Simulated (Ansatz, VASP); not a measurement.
## Two plane-wave programs on Pd

```
Pd
1.0
     0.00000    2.58751    2.58751
     2.58751    0.00000    2.58751
     2.58751    2.58751    0.00000
Pd
2
Direct
  0.00000 0.00000 0.00000
  0.50000 0.50000 0.50000
```

Alike in both runs: functional r2SCAN; k mesh 11 × 11 × 11; occupations fermi-dirac, width 0.05 eV; collinear spin.

Ansatz relaxed the structure, and its values are those at the end. VASP's run is a single point on that final structure, the one shown.

```csv
,VASP,Ansatz
version,VASP 6.6.1,Ansatz 0.2.0
potentials or method,"VASP PAW PBE potentials, release 64 (Pd), cutoff 520 eV","plane waves (500 eV) with PAW, scalar-relativistic"
valence electrons in the cell,20,36
```

|  | VASP | Ansatz | Ansatz less VASP |
| --- | --- | --- | --- |
| pressure (GPa) | 0.4 | 0.0 | -0.44 |
| net moment per atom (μB) | 0.00 | 0.00 | 0.000 |

VASP's potentials were made for PBE, not for r2SCAN. VASP's potentials hold 20 valence electrons a cell and Ansatz's 36, so a difference there can come from the potentials and not from the codes. Ansatz's warnings: seeded moment not kept.
